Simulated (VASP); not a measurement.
# P4C (Pm-3m) in VASP: notebook, part 2 of 2

VASP 6.6.1.

## (4) Relaxation of cell and atoms, PBE

This run uses another cell than the first one, of 13.02 Å³/atom.

File INCAR:

```
PREC     = Accurate       # precision mode
ENCUT    = 600            # plane-wave cutoff, eV
EDIFF    = 1E-6           # SCF threshold, eV
ISMEAR   = 0              # smearing method
SIGMA    = 0.1            # smearing width, eV
LREAL    = False          # projectors in reciprocal space
LASPH    = True           # aspherical terms in the spheres
NELM     = 80             # most SCF steps
ALGO     = Normal         # electronic algorithm
ISIF     = 3              # what is computed and relaxed
LWAVE    = False          # write WAVECAR
LCHARG   = False          # write CHGCAR
GGA      = PE             # functional
IBRION   = 2              # ionic algorithm
NSW      = 100            # ionic steps
EDIFFG   = -0.01          # ionic threshold
```

File KPOINTS:

```
regular mesh
0
Gamma
  10 10 10
```

File POSCAR:

```
P4C
1.0
    4.0229158170      0.0000000000      0.0000000000
    0.0000000000      4.0229158170      0.0000000000
    0.0000000000      0.0000000000      4.0229158170
P C
4 1
Direct
    0.5000000000      0.0000000000      0.0000000000
    0.0000000000      0.5000000000      0.0000000000
    0.0000000000      0.0000000000      0.5000000000
    0.5000000000      0.5000000000      0.5000000000
    0.0000000000      0.0000000000      0.0000000000
```

Potentials or basis: VASP PAW PBE potentials, release 64 (P, C).

Command:

```bash
$ cat potpaw_PBE.64/P/POTCAR potpaw_PBE.64/C/POTCAR > POTCAR
$ mpirun -np 1 vasp_std > vasp.out
```

OUTCAR:

```text
PREC = Accurate
   ENCUT = 600
   EDIFF = 1E-6
   ISMEAR = 0
   LREAL = False
   LASPH = True
   NELM = 80
   ISIF = 3
   GGA = PE
   IBRION = 2
   NSW = 100
   EDIFFG = -0.01

 ion  position               nearest neighbor table
   1  0.500  0.000  0.000-   5 2.01   5 2.01   4 2.84   2 2.84   3 2.84   4 2.84   2 2.84   4 2.84
                             4 2.84   2 2.84   3 2.84   3 2.84   3 2.84   2 2.84
   2  0.000  0.500  0.000-   5 2.01   5 2.01   4 2.84   1 2.84   3 2.84   4 2.84   1 2.84   3 2.84
                             3 2.84   3 2.84   1 2.84   4 2.84   4 2.84   1 2.84
   3  0.000  0.000  0.500-   5 2.01   5 2.01   4 2.84   1 2.84   1 2.84   2 2.84   2 2.84   2 2.84
                             4 2.84   2 2.84   1 2.84   4 2.84   1 2.84   4 2.84
   4  0.500  0.500  0.500-   1 2.84   2 2.84   3 2.84   1 2.84   2 2.84   1 2.84   3 2.84   1 2.84
                             2 2.84   3 2.84   2 2.84   3 2.84
   5  0.000  0.000  0.000-   1 2.01   2 2.01   3 2.01   3 2.01   2 2.01   1 2.01

  LATTYP: Found a simple cubic cell.
 ALAT       =     4.0229158170

  Lattice vectors:

 A1 = (   4.0229158170,   0.0000000000,   0.0000000000)
 A2 = (   0.0000000000,   4.0229158170,   0.0000000000)
 A3 = (   0.0000000000,   0.0000000000,   4.0229158170)

Analysis of symmetry for initial positions (statically):
=====================================================================
 Subroutine PRICEL returns:
 Original cell was already a primitive cell.

 Routine SETGRP: Setting up the symmetry group for a
 simple cubic supercell.

 Subroutine GETGRP returns: Found 48 space group operations
 (whereof 48 operations were pure point group operations)
 out of a pool of 48 trial point group operations.

The static configuration has the point symmetry O_h .

Analysis of symmetry for dynamics (positions and initial velocities):
=====================================================================
 Subroutine PRICEL returns:
 Original cell was already a primitive cell.

 Routine SETGRP: Setting up the symmetry group for a
[... 137 lines left out ...]
   GGA     = PE    functional components
   LHFCALC =     F    Hartree Fock is set to
   AEXX    =    0.0000 exact exchange contribution
   IVDW    =     0    specifies the selected vdW correction
   LEPSILON=     F    determine dielectric tensor
   LRPA    =     F    only Hartree local field effects (RPA)
 conjugate gradient relaxation of ions
 non-spin polarized calculation
 Gauss-broadening in eV      SIGMA  =   0.10
  energy-cutoff  :      600.00
  volume of cell :       65.11
 maximum number of plane-waves:      2224
   NGX = 17   NGY = 17   NGZ = 17

--------------------------------------- Ionic step        1  -------------------------------------------

 number of electron      23.9999994 magnetization

 Free energy of the ion-electron system (eV)
  ---------------------------------------------------
  ext. energy  EPLUGINS =         0.00000000
  ---------------------------------------------------
  free energy    TOTEN  =       -24.53197097 eV

  energy without entropy =      -24.51893654  energy(sigma->0) =      -24.52545376

------------------------ aborting loop because EDIFF is reached ----------------------------------------

  FORCE on cell =-STRESS in cart. coord.  units (eV):
  Direction    XX          YY          ZZ          XY          YZ          ZX
  --------------------------------------------------------------------------------------
  -------------------------------------------------------------------------------------
  Total        0.4970861      0.4970861      0.4970861      0.0000000     -0.0000000      0.0000000
  in kB       12.2326173     12.2326173     12.2326173      0.0000000     -0.0000000      0.0000000
  external PRESSURE =      12.2326173 kB  Pullay stress =       0.0000000 kB
[... 65 lines left out ...]
--------------------------------------- Ionic step        3  -------------------------------------------

 number of electron      23.9999993 magnetization

 Free energy of the ion-electron system (eV)
  ---------------------------------------------------
  ext. energy  EPLUGINS =         0.00000000
  ---------------------------------------------------
  free energy    TOTEN  =       -24.53487228 eV

  energy without entropy =      -24.52099708  energy(sigma->0) =      -24.52793468

 E-fermi :   9.1224     XC(G=0): -11.4761

 val. band max:        9.1151453402   @ k =   0.3000   0.0000   0.0000
 cond. band min:       9.1251074339   @ k =   0.1000   0.1000   0.0000
 fundamental gap:      0.0099620938
 Fermi energy:         9.1224231593

 k-point     1 :       0.0000    0.0000    0.0000
  band No.  band energies     occupation
      1      -8.0951      2.00000
      2      -1.1612      2.00000
      3       0.8658      2.00000
      4       0.8658      2.00000
      5       0.8840      2.00000
      6       0.8840      2.00000
[... 433 lines left out ...]
      3      -0.6317      2.00000
      4      -0.1956      2.00000
      5       1.5123      2.00000
      6       2.9010      2.00000
[... 8 lines left out ...]
     15      10.7066      0.00000
     16      12.3763      0.00000

 [... further k-points ...]
[... 5 lines left out ...]
  --------------------------------------------------------------------------------------
  -------------------------------------------------------------------------------------
  Total       -0.0006897     -0.0006897     -0.0006897      0.0000000      0.0000000      0.0000000
  in kB       -0.0167741     -0.0167741     -0.0167741      0.0000000      0.0000000      0.0000000
  external PRESSURE =      -0.0167741 kB  Pullay stress =       0.0000000 kB
[... 20 lines left out ...]
  FREE ENERGIE OF THE ION-ELECTRON SYSTEM (eV)
  ---------------------------------------------------
  free  energy   TOTEN  =       -24.5348722758 eV

  energy  without entropy=      -24.5209970808  energy(sigma->0) =      -24.52793468

 reached required accuracy - stopping structural energy minimisation
```

OSZICAR:

```text
N       E                     dE             d eps       ncg     rms          rms(c)
DAV:   1     0.840442136350E+02    0.84044E+02   -0.12194E+04  1792   0.151E+03
DAV:   2    -0.206940346479E+02   -0.10474E+03   -0.10292E+03  2424   0.206E+02
[... 20 lines left out ...]
   2 F= -.24534724E+02 E0= -.24527694E+02  d E =-.275297E-02
       N       E                     dE             d eps       ncg     rms          rms(c)
DAV:   1    -0.245350575534E+02   -0.33346E-03   -0.71749E-03  1824   0.519E-01    0.935E-02
DAV:   2    -0.245349294157E+02    0.12814E-03   -0.28781E-04  2296   0.111E-01    0.472E-02
DAV:   3    -0.245348740711E+02    0.55345E-04   -0.77417E-05  1944   0.516E-02    0.137E-02
DAV:   4    -0.245348715160E+02    0.25550E-05   -0.86944E-06  2264   0.166E-02    0.746E-03
DAV:   5    -0.245348722758E+02   -0.75981E-06   -0.33215E-07  1104   0.384E-03
   3 F= -.24534872E+02 E0= -.24527935E+02  d E =-.290130E-02
```

CONTCAR:

```text
P4C
   1.00000000000000
     4.0386380882090753    0.0000000000000000    0.0000000000000000
     0.0000000000000000    4.0386380882090753   -0.0000000000000000
    -0.0000000000000000   -0.0000000000000000    4.0386380882090753
  P               C
     4     1
Direct
     0.5000000000000000    0.0000000000000000    0.0000000000000000
     0.0000000000000000    0.5000000000000000    0.0000000000000000
     0.0000000000000000    0.0000000000000000    0.5000000000000000
     0.5000000000000000    0.5000000000000000    0.5000000000000000
     0.0000000000000000    0.0000000000000000    0.0000000000000000

  0.00000000E+00  0.00000000E+00  0.00000000E+00
  0.00000000E+00  0.00000000E+00  0.00000000E+00
  0.00000000E+00  0.00000000E+00  0.00000000E+00
  0.00000000E+00  0.00000000E+00  0.00000000E+00
  0.00000000E+00  0.00000000E+00  0.00000000E+00
```

Run time: 31 s. Hardware: 1 thread of Intel Xeon 6975P-C (Granite Rapids), shared host; peak memory 0.21 GiB.

Results:

* Free energy: -24.5349 eV
* Relaxed volume: 13.17 Å³/atom
* Relaxed cell: a = 4.039 Å, b = 4.039 Å, c = 4.039 Å, α = 90.00°, β = 90.00°, γ = 90.00°
* Space group after relaxing (to 0.1 Å): Pm-3m (No. 221)
* Energy gained by relaxing: 0.6 meV/atom
* Ionic steps: 3
* Pressure after relaxing: 0.0 GPa
* Band gap on the k mesh: zero (bands 12 and 13 overlap by 3.56 eV)

The path:
```
step  energy change (eV)  largest force (eV/Å)  pressure (GPa)  volume (Å³)
   1              0.0000                0.0000            1.22        65.11
   2             -0.0028                0.0000           -0.27        66.05
   3             -0.0029                0.0000            0.00        65.87
```

Final structure:
```xyz
5
Lattice="4.0386 0.0000 0.0000 0.0000 4.0386 0.0000 0.0000 0.0000 4.0386" Properties=species:S:1:pos:R:3 pbc="T T T"
P     2.0193    0.0000    0.0000
P     0.0000    2.0193    0.0000
P     0.0000    0.0000    2.0193
P     2.0193    2.0193    2.0193
C     0.0000    0.0000    0.0000
```

Levels at points of the mesh, in eV from the Fermi level:
```csv
k point,band 9,band 10,band 11,band 12,band 13,band 14,band 15,band 16
"(0.00, 0.00, 0.00)",-2.20,-2.20,-2.20,0.49,0.49,0.49,4.12,4.12
"(0.50, 0.00, 0.00)",-3.97,-2.04,0.30,0.30,0.46,0.67,2.07,2.24
"(0.50, 0.50, 0.00)",-2.82,-2.15,-2.15,-1.80,0.76,0.76,2.28,3.66
"(0.50, 0.50, 0.50)",1.05,1.05,1.05,2.57,2.57,3.92,3.92,3.92
```

## (5) Summary

```csv
task,spin,cell,k mesh,cutoff (eV),gap on the mesh (eV),pressure (GPa),relaxed volume (Å³/atom)
single point,off,"a = 4.041 Å, 5 atoms",10 × 10 × 10,520,none,-0.2,-
relaxation of cell and atoms,collinear,"relaxed from a = 4.498 Å, 5 atoms",4 × 4 × 4,600,none,-0.2,13.01
relaxation of cell and atoms,off,"relaxed from a = 4.023 Å, 5 atoms",10 × 10 × 10,600,none,0.0,13.17
```

Alike in all rows: level PBE; potentials or basis VASP PAW PBE potentials, release 64 (P, C); smearing gaussian 0.1 eV.

Caveats: the volume moved by over 15 % at a fixed basis, so the end points are rough (at least some runs).

Total energies depend on the potentials used, so only differences within one code and one set of settings carry meaning.
